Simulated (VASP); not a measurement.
Write the native input for VASP 6.6.1 that does the following.

- Task: single point
- Functional: BLYP
- Potentials or basis: VASP PAW PBE potentials, release 64 (Ni)
- Cutoff: 520 eV
- k mesh: 15 × 15 × 15
- Occupations: fermi-dirac, width 0.05 eV
- Spin: collinear spin, ferromagnetic start
- Starting moments: [0.539] μB
- Dipole correction: no
- Further INCAR settings: ALGO = Normal; EDIFF = 1e-06; NBANDS = 15

The structure of Ni lies in POSCAR:

```
Ni
1.0
    2.3031545238      0.0000000000      0.0000000000
    0.0000000000      2.3031545238      0.0000000000
    0.0000000000      0.0000000000      2.3031545238
Ni
1
Direct
    0.0000000000      0.0000000000      0.0000000000
```

This cell differs from its parent crystal: volume scaled by 0.92.

The input as run:

INCAR

```
SYSTEM = Ni
PREC = Accurate
ENCUT = 520
EDIFF = 1E-6
ISMEAR = -1
SIGMA = 0.05
LREAL = .False.
LASPH = .True.
NELM = 150
ALGO = Normal
ISIF = 2
LWAVE = .False.
LCHARG = .False.
ISPIN = 2
MAGMOM = 0.539
LORBIT = 11
LMAXMIX = 4
GGA = B5
ALDAX = 1.0
AGGAX = 1.0
AGGAC = 1.0
ALDAC = 0.0
NBANDS = 15
```

KPOINTS

```
Automatic mesh
0
Gamma
  15 15 15
  0 0 0
```

Potentials or basis: VASP PAW PBE potentials, release 64 (Ni).

Command:

```sh
$ cat potpaw_PBE.64/Ni/POTCAR > POTCAR
$ mpirun -np 1 vasp_std > vasp.out
```

It gave:

| Item | Value |
| --- | --- |
| Pressure | 12.3 GPa |
| Net moment | 0.39 μB per cell |
| Site moments | Ni +0.39 μB |
| Valence electrons inside the program's atomic spheres | Ni 9.34 |

Caveat: the PAW data sets were made with another functional, which shifts forces and pressure a little.

Wall time 18 s on 1 thread of Intel(R) Xeon(R) 6975P-C (Granite Rapids) (shared host), peak memory 0.14 GiB.
